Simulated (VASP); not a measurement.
Wanted: the native input for a VASP 6.6.1 run.

* Task: electric field gradients
* Functional: PBEsol
* Potentials or basis: VASP PAW PBE potentials, release 64 (Ge_d)
* Cutoff: 520 eV
* k mesh: 11 × 11 × 11
* Occupations: fermi-dirac, width 0.05 eV
* Spin: no spin polarisation
* Dipole correction: no
* Further INCAR settings: ALGO = Normal; EDIFF = 1e-08; NBANDS = 21

The structure of Ge lies in POSCAR:

```
Ge
1.0
    0.0000000000      2.8287700000      2.8287700000
    2.8287700000      0.0000000000      2.8287700000
    2.8287700000      2.8287700000      0.0000000000
Ge
2
Direct
    0.5000000000      0.5000000000      0.5000000000
    0.7500000000      0.7500000000      0.7500000000
```

These files were run (other wordings do the same):

INCAR

```
PREC = Accurate ; ENCUT = 520
EDIFF = 1E-8 ; ISMEAR = -1
SIGMA = 0.05 ; LREAL = F
LASPH = T ; NELM = 80
ALGO = Normal ; ISIF = 2
LWAVE = F ; LCHARG = F
GGA = PS ; LEFG = T
NBANDS = 21
```

KPOINTS

```
Automatic mesh
0
Gamma
  11 11 11
```

Potentials or basis: VASP PAW PBE potentials, release 64 (Ge_d).

Command:

```console
$ cat potpaw_PBE.64/Ge_d/POTCAR > POTCAR
$ mpirun -np 1 vasp_std > vasp.out
```

It gave:

```yaml
Pressure: 0.6 GPa
Band_gap_on_the_k_mesh: zero (filled and empty bands touch)
Largest_electric_field_gradient_by_atom: zero within the noise of the run
```

Caveat: semilocal functionals underestimate gaps, so a narrow gap can read as zero; the PAW data sets were made with another functional, which shifts forces and pressure a little.

It took 52 s on 1 thread of Intel(R) Xeon(R) Platinum 8259CL CPU @ 2.50GHz (Skylake/Cascade Lake), on a shared host, peak memory 0.18 GiB.
